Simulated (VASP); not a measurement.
Input of a VASP 6.6.1 run:

File INCAR:

```
SYSTEM = W
  ALGO = Normal
  EDIFF = 1E-6
  EDIFFG = -0.03
  ENCUT = 600
  GGA = PE
  IBRION = 2
  ISIF = 3
  ISMEAR = 1
  LASPH = .True.
  LCHARG = .False.
  LREAL = .False.
  LWAVE = .False.
  NELM = 80
  NSW = 80
  PREC = Accurate
  SIGMA = 0.1
```

File KPOINTS:

```
k-points
0
Gamma
  10 10 10
  0 0 0
```

POSCAR

```
W
1.0
    1.5919733897      1.5919733897      1.5919733897
   -1.5919733897      1.5919733897      1.5919733897
   -1.5919733897     -1.5919733897      1.5919733897
W
1
Direct
    0.0000000000      0.0000000000      0.0000000000
```

Potentials or basis: VASP PAW PBE potentials, release 64 (W_sv).

Launch:

```bash
$ cat potpaw_PBE.64/W_sv/POTCAR > POTCAR
$ mpirun -np 1 vasp_std > vasp.out
```

(1) What does it give for the band gap on the k mesh?

(2) Estimate the relaxed volume.

## Answers

(1) zero (band 7 reaches 16.17 eV, above the bottom of band 8 at 9.95 eV).

(2) 16.17 Å³/atom.

Caveat: spin-orbit coupling is left out, which moves the levels of the heavy elements.
